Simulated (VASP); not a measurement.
**KF (Carobbiite): relaxation of cell and atoms with PBEsol+D4**

The system is KF (Carobbiite).

```
CELL_PARAMETERS angstrom
0.00000 2.67185 2.67185
2.67185 0.00000 2.67185
2.67185 2.67185 0.00000
ATOMIC_POSITIONS crystal
K 0.00000 0.00000 0.00000
F 0.50000 0.50000 0.50000
```

| Item | Value |
| --- | --- |
| Program | VASP 6.6.1 |
| Task | relaxation of cell and atoms |
| Functional | PBEsol |
| Dispersion | D4 |
| Potentials or basis | VASP PAW PBE potentials, release 64 (K_sv, F) |
| Cutoff | 600 eV |
| k mesh | 9 × 9 × 9 |
| Occupations | fermi-dirac, width 0.05 eV |
| Spin | no spin polarisation |
| Dipole correction | no |
| Further INCAR settings | ALGO = Normal; EDIFF = 1e-06; IBRION = 2; EDIFFG = -0.01; NSW = 60; ISIF = 3 |

The relaxed volume is 18.53 Å³/atom. The relaxed cell is a = 3.742 Å, b = 3.742 Å, c = 3.742 Å, α = 60.00°, β = 60.00°, γ = 60.00°. The space group after relaxing (to 0.05 Å) is Fm-3m (No. 225). The energy gained by relaxing is 1.9 meV/atom, the ionic steps are 3 and the pressure after relaxing is -0.1 GPa. The band gap on the k mesh is 6.18 eV, direct and the dispersion energy per atom is -0.043 eV.

The path:
| step | energy change (eV) | largest force (eV/Å) | pressure (GPa) | volume (Å³) |
| --- | --- | --- | --- | --- |
| 1 | 0.0000 | 0.0000 | -0.98 | 38.15 |
| 2 | -0.0030 | 0.0000 | -0.48 | 37.51 |
| 3 | -0.0038 | 0.0000 | -0.08 | 37.06 |

Final structure:
```
K F
1.0
     0.00000    2.64613    2.64613
     2.64613    0.00000    2.64613
     2.64613    2.64613    0.00000
K F
1 1
Cartesian
  0.0000 0.0000 0.0000
  2.6461 2.6461 2.6461
```

Levels at points of the mesh, in eV from the valence-band top:
| k point | band 5 | band 6 | band 7 | band 8 | band 9 | band 10 | band 11 | band 12 |
| --- | --- | --- | --- | --- | --- | --- | --- | --- |
| (0.00, 0.00, 0.00) | -9.17 | 0.00 | 0.00 | 0.00 | 6.18 | 10.71 | 10.71 | 10.71 |

Run time: 21 s on 1 thread of Intel(R) Xeon(R) 6975P-C (Granite Rapids) (shared host), peak memory 0.18 GiB.

Caveat: the PAW data sets were made with another functional, which shifts forces and pressure a little. PBEsol gaps usually lie below the measured ones, often by a third to a half.
